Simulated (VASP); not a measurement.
Here is a VASP 6.6.1 calculation.

The input POSCAR:

```
ZnSiP2
1.0
   -2.6045662489      2.6045662489      5.0751237974
    2.6045662489     -2.6045662489      5.0751237974
    2.6045662489      2.6045662489     -5.0751237974
Zn Si P
2 2 4
Direct
    0.0000000000      0.0000000000      0.0000000000
    0.7500000000      0.2500000000      0.5000000000
    0.5000000000      0.5000000000      0.0000000000
    0.2500000000      0.7500000000      0.5000000000
    0.3750000000      0.3897754835      0.5147754835
    0.8750000000      0.8602245165      0.4852245165
    0.6102245165      0.1250000000      0.9852245165
    0.1397754835      0.6250000000      0.0147754835
```

Contents of INCAR.step1:

```
PREC = Accurate
ENCUT = 550
ISMEAR = 0
SIGMA = 0.02
LREAL = False
LASPH = True
NELM = 120
GGA = PE
ALGO = Normal
EDIFF = 1E-5
LWAVE = True
LCHARG = False
GGA_COMPAT = False
IBRION = 2
ISIF = 3
EDIFFG = -0.005
NELMIN = 4
NSW = 100
KPAR = 4
```

Contents of INCAR.step2:

```
PREC = Accurate
ENCUT = 550
EDIFF = 1E-7
ISMEAR = 0
SIGMA = 0.02
LREAL = False
LASPH = True
NELM = 120
ALGO = Normal
ISIF = 4
LWAVE = False
LCHARG = False
METAGGA = R2SCAN
LMIXTAU = True
IBRION = 2
NSW = 50
EDIFFG = -0.01
ISTART = 1
GGA_COMPAT = False
NELMIN = 4
KPAR = 4
```

KPOINTS

```
Automatic mesh
0
Gamma
  8 8 8
```

Potentials or basis: VASP PAW PBE potentials, release 64 (Zn, Si, P).

Launch:

```console
$ cat potpaw_PBE.64/Zn/POTCAR potpaw_PBE.64/Si/POTCAR potpaw_PBE.64/P/POTCAR > POTCAR
$ cp INCAR.step1 INCAR
$ mpirun -np 4 vasp_std > vasp.out
$ cp INCAR.step2 INCAR
$ mpirun -np 4 vasp_std > vasp.out
```

Problem. What does it give for the band gap on the k mesh?

Solution. 1.34 eV.

Step by step:
| step | energy change (eV) | largest force (eV/Å) | pressure (GPa) | volume (Å³) |
| --- | --- | --- | --- | --- |
| 1 | 0.0000 | 0.0372 | 10.65 | 137.71 |
| 2 | -0.0002 | 0.0074 | 10.63 | 137.71 |

Caveat: the PAW data sets were made with another functional, which shifts forces and pressure a little. A k mesh can miss the band edges.
